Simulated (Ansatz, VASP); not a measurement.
Fe in VASP and in Ansatz

```xyz
1
Lattice="0.0000 1.6782 1.6782 1.6782 0.0000 1.6782 1.6782 1.6782 0.0000" Properties=species:S:1:pos:R:3 pbc="T T T"
Fe    0.0000    0.0000    0.0000
```

Alike in both runs: task single point; functional PBE; k mesh 26 × 26 × 26; occupations fermi-dirac, width 0.1 eV; no spin polarisation.

|  | VASP | Ansatz |
| --- | --- | --- |
| version | VASP 6.6.1 | Ansatz 0.2.0 |
| potentials or method | VASP PAW PBE potentials, release 64 (Fe), cutoff 520 eV | plane waves (420 eV) with PAW, scalar-relativistic |
| valence electrons in the cell | 8 | 16 |

|  | VASP | Ansatz | Ansatz less VASP |
| --- | --- | --- | --- |
| pressure (GPa) | 27.7 | 28.7 | +0.99 |

With one functional, cell and mesh, what is left measures potentials, basis and numerics. VASP's potentials hold 8 valence electrons a cell and Ansatz's 16, so a difference there can come from the potentials and not from the codes.
